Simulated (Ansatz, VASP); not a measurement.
# ZrNbGe2 in VASP and in Ansatz

```
Zr Nb Ge
1.0
    -2.46647    2.46647    2.92842
     2.46647   -2.46647    2.92842
     2.46647    2.46647   -2.92842
Zr Nb Ge
1 1 2
Direct
  0.50000 0.50000 0.00000
  0.00000 0.00000 0.00000
  0.75000 0.25000 0.50000
  0.25000 0.75000 0.50000
```

Alike in both runs: functional PBE; k mesh 6 × 6 × 6; occupations gaussian, width 0.1 eV; no spin polarisation.

Ansatz relaxed the structure, and its values are those at the end. VASP's run is a single point on that final structure, the one shown.

```csv
,VASP,Ansatz
version,VASP 6.6.1,Ansatz 0.2.0
potentials or method,"VASP PAW PBE potentials, release 64 (Zr_sv, Nb_sv, Ge_d), cutoff 520 eV","scalar-relativistic, plane waves, PAW"
valence electrons in the cell,53,53
```

```tsv
	VASP	Ansatz	Ansatz less VASP
gap on the k mesh at the Fermi level (eV)	none	none	-
pressure (GPa)	0.1	0.1	0.00
```

A gap of «none» marks a metal or a gap that the smearing closes.
